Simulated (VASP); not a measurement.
# SiC (P2_1) in VASP: further runs

SiC is run at these levels: PBE; tasks: single point.

Program: VASP 6.6.1. These are calculated values, not measurements. Logs are shortened: lines on timing, memory, paths and dates and some standing lists are left out, and cuts for length are marked.

## 1. The cell of the first run

The structure is monoclinic, space group P2_1 (No. 4). The conventional cell has a = 3.049 Å, b = 5.048 Å, c = 3.076 Å, α = 90.00°, β = 119.14°, γ = 90.00°. Si (site symmetry 1) has 4 C at 1.85 to 1.94 Å within 2.5 Å. Within 2.5 Å of C (site symmetry 1) lie 4 Si at 1.85 to 1.94 Å.

## 2. Single point, PBE (strain -0.0200 x Voigt [0, 0, 0, 0, 0, 1])

The input, INCAR:

```
SYSTEM = SiC
ALGO     = Normal         ! electronic algorithm
EDIFF    = 1E-6           ! SCF threshold, eV
ENCUT    = 520            ! plane-wave cutoff, eV
GGA      = PE             ! functional
ISIF     = 2              ! what is computed and relaxed
ISMEAR   = 0              ! smearing method
LASPH    = .TRUE.         ! aspherical terms in the spheres
LCHARG   = .FALSE.        ! write CHGCAR
LREAL    = .FALSE.        ! projectors in reciprocal space
LWAVE    = .FALSE.        ! write WAVECAR
NBANDS   = 16             ! bands
NELM     = 80             ! most SCF steps
PREC     = Accurate       ! precision mode
SIGMA    = 0.05           ! smearing width, eV
```

The input, KPOINTS:

```
k-points
0
G
  12 12 6
  0 0 0
```

The input, POSCAR:

```
SiC
1.0
    3.0759982064     -0.0307599821      0.0000000000
   -1.5646380291      2.6792725798      0.0000000000
    0.0000000000      0.0000000000      5.0480000000
Si C
2 2
Direct
    0.3333333333      0.6666666667      0.0000000000
    0.6666666667      0.3333333333      0.5000000000
    0.3333333333      0.6666666667      0.3850000000
    0.6666666667      0.3333333333      0.8850000000
```

Potentials or basis: VASP PAW PBE potentials, release 64 (Si, C).

Started as:

```console
cat potpaw_PBE.64/Si/POTCAR potpaw_PBE.64/C/POTCAR > POTCAR
mpirun -np 1 vasp_std > vasp.out
```

OUTCAR:

```text
SYSTEM = SiC
   EDIFF = 1E-6
   ENCUT = 520
   GGA = PE
   ISIF = 2
   ISMEAR = 0
   LASPH = .TRUE.
   LREAL = .FALSE.
   NELM = 80
   PREC = Accurate

 ion  position               nearest neighbor table
   1  0.333  0.667  0.000-   4 1.85   4 1.87   4 1.88   3 1.94   2 3.08   2 3.08   2 3.09   2 3.09
                             2 3.10   2 3.10
   2  0.667  0.333  0.500-   3 1.85   3 1.87   3 1.88   4 1.94   1 3.08   1 3.08   1 3.09   1 3.09
                             1 3.10   1 3.10
   3  0.333  0.667  0.385-   2 1.85   2 1.87   2 1.88   1 1.94
   4  0.667  0.333  0.885-   1 1.85   1 1.87   1 1.88   2 1.94

  LATTYP: Found a simple monoclinic cell.
 ALAT       =     3.0493980661
 B/A-ratio  =     1.6554086710
 C/A-ratio  =     1.0087735139
 COS(beta)  =    -0.4869160342

  Lattice vectors:

 A1 = (   1.5113601773,   2.6485125977,   0.0000000000)
 A2 = (   0.0000000000,   0.0000000000,  -5.0480000000)
 A3 = (  -3.0759982064,   0.0307599821,   0.0000000000)

Analysis of symmetry for initial positions (statically):
=====================================================================
 Subroutine PRICEL returns:
 Original cell was already a primitive cell.

 Routine SETGRP: Setting up the symmetry group for a
 simple monoclinic supercell.

 Subroutine GETGRP returns: Found  2 space group operations
 (whereof  1 operations were pure point group operations)
 out of a pool of  4 trial point group operations.

The static configuration has the point symmetry C_1 .
 The point group associated with its full space group is C_2 .

Analysis of symmetry for dynamics (positions and initial velocities):
=====================================================================
 Subroutine PRICEL returns:
 Original cell was already a primitive cell.

 Routine SETGRP: Setting up the symmetry group for a
 simple monoclinic supercell.

 Subroutine GETGRP returns: Found  2 space group operations
 (whereof  1 operations were pure point group operations)
 out of a pool of  4 trial point group operations.

The dynamic configuration has the point symmetry C_1 .
 The point group associated with its full space group is C_2 .

 Subroutine INISYM returns: Found  2 space group operations
 (whereof  1 operations are pure point group operations),
 and found     1 'primitive' translations

[... 90 lines left out ...]
   ISTART =      0    job   : 0-new  1-cont  2-samecut
   ICHARG =      2    charge: 1-file 2-atom 10-const
   ISPIN  =      1    spin polarized calculation?
   LNONCOLLINEAR =      F non collinear calculations
   LSORBIT =      F    spin-orbit coupling
   LASPH  =      T    aspherical Exc in radial PAW
   ENCUT  =  520.0 eV  38.22 Ry    6.18 a.u.   5.72  5.77  9.39*2*pi/ulx,y,z
   NELM   =     80;   NELMIN=  2; NELMDL= -5     # of ELM steps
   EDIFF  = 0.1E-05   stopping-criterion for ELM
   LREAL  =      F    real-space projection
   EDIFFG = 0.1E-04   stopping-criterion for IOM
   NSW    =      0    number of steps for IOM
   IBRION =     -1    ionic relax: 0-MD 1-quasi-New 2-CG
   NFREE  =      0    steps in history (QN), initial steepest desc. (CG)
   ISIF   =      2    stress and relaxation
   ISYM   =      2    0-nonsym 1-usesym 2-fastsym
   POTIM  = 0.5000    time-step for ionic-motion
   TEBEG  =    0.0;   TEEND  =   0.0 temperature during run
   PSTRESS=    0.0 pullay stress
   NELECT =      16.0000    total number of electrons
   NUPDOWN=      -1.0000    fix difference up-down
   EMIN   =  10.00;   EMAX   =-10.00  energy-range for DOS
   EFERMI =   0.00;   METHOD = LEGACY
   ISMEAR =     0;   SIGMA  =   0.05  broadening in eV -4-tet -1-fermi 0-gaus
   EFERMI_NEDOS =   21; number of points for ismear=-14 and -15
   IALGO  =     38    algorithm
   IMIX   =      4    mixing-type and parameters
     AMIX     =   0.40;   BMIX     =  1.00
     AMIX_MAG =   1.60;   BMIX_MAG =  1.00
  volume/ion in A,a.u.               =      10.34        69.78
  Fermi-wavevector in a.u.,A,eV,Ry     =   1.192858  2.254174 19.359855  1.422909
  Thomas-Fermi vector in A             =   2.328886
   LORBIT       =      0    0 simple, 1 ext, 2 COOP (PROOUT), +10 PAW based schemes
   GGA     = PE    functional components
   LHFCALC =     F    Hartree Fock is set to
   AEXX    =    0.0000 exact exchange contribution
   IVDW    =     0    specifies the selected vdW correction
   LEPSILON=     F    determine dielectric tensor
   LRPA    =     F    only Hartree local field effects (RPA)
 non-spin polarized calculation
 Gauss-broadening in eV      SIGMA  =   0.05
  energy-cutoff  :      520.00
  volume of cell :       41.36
 maximum number of plane-waves:      1132
   NGX = 11   NGY = 11   NGZ = 19

 number of electron      16.0000000 magnetization

 Free energy of the ion-electron system (eV)
  ---------------------------------------------------
  ext. energy  EPLUGINS =         0.00000000
  ---------------------------------------------------
  free energy    TOTEN  =       -30.05447498 eV

  energy without entropy =      -30.05447498  energy(sigma->0) =      -30.05447498

 E-fermi :   8.6154     XC(G=0): -11.3491

 val. band max:        8.4105127765   @ k =   0.0000   0.0000   0.0000
 cond. band min:      10.7331290007   @ k =   0.3333   0.3333   0.0000
 fundamental gap:      2.3226162241
 Fermi energy:         8.6154040531

 k-point     1 :       0.0000    0.0000    0.0000
  band No.  band energies     occupation
      1      -7.3153      2.00000
      2      -3.8132      2.00000
      3      -0.2832      2.00000
      4       6.7865      2.00000
      5       6.9228      2.00000
      6       8.0731      2.00000
[... 433 lines left out ...]
      3       0.8107      2.00000
      4       2.3609      2.00000
      5       2.9590      2.00000
      6       3.4730      2.00000
[... 8 lines left out ...]
     15      18.9565      0.00000
     16      19.9117      0.00000

 [... further k-points ...]
[... 5 lines left out ...]
  --------------------------------------------------------------------------------------
  -------------------------------------------------------------------------------------
  Total        1.3860307      1.3902140      0.1084355      1.2670051      0.0000000      0.0000000
  in kB       53.6913986     53.8534527      4.2005229     49.0806420      0.0000000      0.0000000
  external PRESSURE =      37.2484581 kB  Pullay stress =       0.0000000 kB

 VOLUME and BASIS-vectors are now :
 -----------------------------------------------------------------------------
  energy-cutoff  :      520.00
  volume of cell :       41.36
      direct lattice vectors                 reciprocal lattice vectors
     3.075998206 -0.030759982  0.000000000     0.327007372  0.190965329  0.000000000
    -1.564638029  2.679272580  0.000000000     0.003754281  0.375428054  0.000000000
     0.000000000  0.000000000  5.048000000     0.000000000  0.000000000  0.198098257

 POSITION                                       TOTAL-FORCE (eV/Angst)
 -----------------------------------------------------------------------------------
     -0.01776      1.77593      0.00000         0.185729      0.008420      0.758358
      1.52912      0.87258      2.52400        -0.185729     -0.008420      0.758358
     -0.01776      1.77593      1.94348         0.222444      0.008390     -0.758358
      1.52912      0.87258      4.46748        -0.222444     -0.008390     -0.758358
 -----------------------------------------------------------------------------------
    total drift:                                0.000000      0.000000      0.000087

  FREE ENERGIE OF THE ION-ELECTRON SYSTEM (eV)
  ---------------------------------------------------
  free  energy   TOTEN  =       -30.0544749797 eV

  energy  without entropy=      -30.0544749797  energy(sigma->0) =      -30.05447498
```

OSZICAR:

```text
N       E                     dE             d eps       ncg     rms          rms(c)
DAV:   1     0.254299611837E+02    0.25430E+02   -0.71362E+03  9480   0.894E+02
DAV:   2    -0.312808697245E+02   -0.56711E+02   -0.51748E+02 13416   0.158E+02
DAV:   3    -0.337844098225E+02   -0.25035E+01   -0.24936E+01 12616   0.305E+01
DAV:   4    -0.338027734434E+02   -0.18364E-01   -0.18361E-01 11544   0.321E+00
DAV:   5    -0.338029535843E+02   -0.18014E-03   -0.18014E-03 12472   0.300E-01    0.125E+01
DAV:   6    -0.301435526588E+02    0.36594E+01   -0.65520E+00 12032   0.157E+01    0.564E+00
DAV:   7    -0.300723099782E+02    0.71243E-01   -0.11241E+00 13664   0.619E+00    0.249E+00
DAV:   8    -0.300556754073E+02    0.16635E-01   -0.47776E-02 10912   0.140E+00    0.629E-01
DAV:   9    -0.300541259829E+02    0.15494E-02   -0.76735E-03 12296   0.593E-01    0.124E-01
DAV:  10    -0.300544456249E+02   -0.31964E-03   -0.10259E-03 11416   0.186E-01    0.579E-02
DAV:  11    -0.300544742786E+02   -0.28654E-04   -0.91320E-05 11056   0.683E-02    0.137E-02
DAV:  12    -0.300544749797E+02   -0.70115E-06   -0.64669E-06 12704   0.164E-02
   1 F= -.30054475E+02 E0= -.30054475E+02  d E =-.166392E-11
```

stdout:

```text
POSCAR found type information on POSCAR SiC
 POSCAR found :  2 types and       4 ions
 scaLAPACK will be used
 LDA part: xc-table for (Slater+PW92), standard interpolation
 POSCAR, INCAR and KPOINTS ok, starting setup
 FFT: planning ... GRIDC
 FFT: planning ... GRID_SOFT
 FFT: planning ... GRID
 WAVECAR not read
 entering main loop
```

Wall time 83 s (1 thread of Intel Xeon 6975P-C, shared host); peak memory 0.28 GiB.

Results:

* Free energy: -30.0545 eV
* Pressure: 3.7 GPa
* Largest force: 0.790 eV/Å
* Band gap on the k mesh: 2.32 eV, indirect (least direct gap 3.98 eV)

Forces on the atoms (eV/Å):
```
Si   0.186  0.008  0.758
Si  -0.186 -0.008  0.758
C    0.222  0.008 -0.758
C   -0.222 -0.008 -0.758
```

Stress tensor (GPa, compression positive):
```
5.37 4.91 0.00
4.91 5.39 0.00
0.00 0.00 0.42
```

Caveat: the cell differs from its parent crystal (strain -0.0200 x Voigt [0, 0, 0, 0, 0, 1]). A k mesh can miss the band edges.

## 3. Single point, PBE (strain +0.0100 x Voigt [0, 0, 0, 0, 0, 1])

The input, INCAR:

```
PREC = Accurate
ENCUT = 520
EDIFF = 1E-6
ISMEAR = 0
SIGMA = 0.05
LREAL = F
LASPH = T
NELM = 80
ALGO = Normal
ISIF = 2
LWAVE = F
LCHARG = F
GGA = PE
NBANDS = 16
```

The input, KPOINTS:

```
regular mesh
0
Gamma
  12 12 6
```

POSCAR, as its differences from that of step 2:

```diff
@@ -2,4 +2,4 @@
 1.0
-    3.0759982064     -0.0307599821      0.0000000000
-   -1.5646380291      2.6792725798      0.0000000000
+    3.0759982064      0.0153799910      0.0000000000
+   -1.5246796403      2.6562025933      0.0000000000
     0.0000000000      0.0000000000      5.0480000000
```

Potentials or basis: VASP PAW PBE potentials, release 64 (Si, C).

Started as:

```console
cat potpaw_PBE.64/Si/POTCAR potpaw_PBE.64/C/POTCAR > POTCAR
mpirun -np 1 vasp_std > vasp.out
```

It took 88 s on 1 thread of Intel Xeon 6975P-C, shared host; peak memory 0.28 GiB.

Results (log left out):

| Item | Value |
| --- | --- |
| Free energy | -30.0641 eV |
| Pressure | 3.7 GPa |
| Largest force | 0.762 eV/Å |
| Band gap on the k mesh | 2.32 eV, indirect (least direct gap 4.03 eV) |

Forces on the atoms (eV/Å):
```
Si  -0.093  0.002  0.754
Si   0.093 -0.002  0.754
C   -0.111  0.002 -0.754
C    0.111 -0.002 -0.754
```

Stress tensor (GPa, compression positive):
```
 5.28 -2.45  0.00
-2.45  5.29  0.00
 0.00  0.00  0.42
```

Levels at points of the mesh, in eV from the valence-band top:
| k point | band 4 | band 5 | band 6 | band 7 | band 8 | band 9 | band 10 | band 11 | band 12 | band 13 |
| --- | --- | --- | --- | --- | --- | --- | --- | --- | --- | --- |
| (0.00, 0.00, 0.00) | -1.59 | -1.52 | -0.31 | -0.24 | 0.00 | 4.62 | 6.02 | 6.43 | 6.59 | 7.54 |
| (0.50, 0.00, 0.00) | -6.54 | -5.47 | -3.47 | -3.26 | -1.42 | 2.70 | 4.22 | 6.83 | 7.30 | 9.69 |
| (0.00, 0.50, 0.00) | -6.55 | -5.43 | -3.54 | -3.26 | -1.49 | 2.59 | 4.20 | 6.74 | 7.20 | 9.71 |
| (0.50, 0.50, 0.00) | -6.55 | -5.39 | -3.62 | -3.26 | -1.55 | 2.48 | 4.17 | 6.66 | 7.11 | 9.72 |
| (0.00, 0.00, 0.50) | -4.46 | -1.00 | -1.00 | -0.93 | -0.93 | 5.70 | 5.70 | 7.09 | 7.09 | 7.26 |
| (0.50, 0.00, 0.50) | -8.46 | -2.62 | -2.62 | -2.36 | -2.36 | 3.21 | 3.21 | 5.03 | 5.03 | 10.45 |
| (0.00, 0.50, 0.50) | -8.45 | -2.69 | -2.69 | -2.34 | -2.34 | 3.17 | 3.17 | 5.00 | 5.00 | 10.38 |
| (0.50, 0.50, 0.50) | -8.44 | -2.76 | -2.76 | -2.32 | -2.32 | 3.11 | 3.11 | 4.96 | 4.96 | 10.31 |

Caveat: the cell differs from its parent crystal (strain +0.0100 x Voigt [0, 0, 0, 0, 0, 1]).
